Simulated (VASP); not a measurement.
A run of VASP 6.6.1 is set up as follows.

INCAR

```
PREC = Accurate
ENCUT = 600
EDIFF = 1E-6
ISMEAR = 0
SIGMA = 0.1
LREAL = F
LASPH = T
NELM = 100
ALGO = Normal
ISIF = 3
LWAVE = F
LCHARG = F
GGA = PS
IBRION = 2
NSW = 100
EDIFFG = -0.01
```

File KPOINTS:

```
regular mesh
0
Gamma
  10 10 10
```

Contents of POSCAR:

```
Be
1.0
    4.0075394755      0.0000000000      0.0000000000
    0.0000000000      4.0075394755      0.0000000000
    0.0000000000      0.0000000000      4.0075394755
Be
8
Direct
    0.5000000000      0.5000000000      0.5000000000
    0.0000000000      0.0000000000      0.0000000000
    0.2500000000      0.0000000000      0.5000000000
    0.5000000000      0.2500000000      0.0000000000
    0.5000000000      0.7500000000      0.0000000000
    0.7500000000      0.0000000000      0.5000000000
    0.0000000000      0.5000000000      0.7500000000
    0.0000000000      0.5000000000      0.2500000000
```

Potentials or basis: VASP PAW PBE potentials, release 64 (Be).

Command:

```sh
$ cat potpaw_PBE.64/Be/POTCAR > POTCAR
$ mpirun -np 1 vasp_std > vasp.out
```

**Question.** What does it give for the band gap on the k mesh?

**Answer.** Zero (band 8 reaches 8.71 eV, above the bottom of band 9 at 6.08 eV).

**Question.** What does it give for the relaxed cell?

**Answer.** a = 4.001 Å, b = 4.001 Å, c = 4.001 Å, α = 90.00°, β = 90.00°, γ = 90.00°.

**Question.** Estimate the space group after relaxing (to 0.05 Å).

**Answer.** Pm-3n (No. 223).

Step by step:
| step | energy change (eV) | largest force (eV/Å) | pressure (GPa) | volume (Å³) |
| --- | --- | --- | --- | --- |
| 1 | 0.0000 | 0.0000 | -0.69 | 64.36 |
| 2 | -0.0008 | 0.0000 | -0.11 | 64.04 |

Caveat: the PAW data sets were made with another functional, which shifts forces and pressure a little.
